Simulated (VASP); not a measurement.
# InSb: single point with PBEsol

The system is InSb.

```
In Sb
1.0
     3.11881    0.00000    0.00000
     0.00000    3.11881    0.00000
     0.00000    0.00000    6.04860
In Sb
1 1
Direct
  0.00000 0.00000 0.00000
  0.00000 0.00000 0.50000
```

This cell differs from its parent crystal: ratio of the length along z to the lengths across it x 0.96, volume and fractional coordinates fixed.

```
Program             : VASP 6.6.1
Task                : single point
Functional          : PBEsol
Potentials or basis : VASP PAW PBE potentials, release 64 (In_d, Sb)
Cutoff              : 520 eV
k mesh              : 18 × 18 × 10
Occupations         : gaussian, width 0.15 eV
Spin                : no spin polarisation
```

```
Pressure               : -2.2 GPa
Band gap on the k mesh : zero (bands 9 and 10 overlap by 5.45 eV)
```

Stress tensor (GPa, compression positive):
```
-3.16  0.00  0.00
 0.00 -3.16  0.00
 0.00  0.00 -0.24
```

Levels at points of the mesh, in eV from the Fermi level:
```
           k point  band 7  band 8  band 9  band 10  band 11  band 12
(0.00, 0.00, 0.00)   -6.56   -4.56    3.92     3.92     5.94     7.63
(0.50, 0.00, 0.00)   -4.90   -3.24   -2.38    -1.35     3.02     5.93
(0.50, 0.50, 0.00)   -2.83   -2.83   -0.34     0.48     1.09     1.09
(0.00, 0.00, 0.50)   -8.07   -0.45    0.57     4.15     4.15     7.72
(0.50, 0.00, 0.50)   -4.99   -4.55   -2.35     2.02     3.28     6.12
(0.50, 0.50, 0.50)   -2.56   -2.56   -1.95     0.23     0.23     3.10
```

Wall time 78 s on 1 thread of Intel(R) Xeon(R) 6975P-C (Granite Rapids) (shared host), peak memory 0.43 GiB.

Caveat: the PAW data sets were made with another functional, which shifts forces and pressure a little; spin-orbit coupling is left out, which moves the levels of the heavy elements.
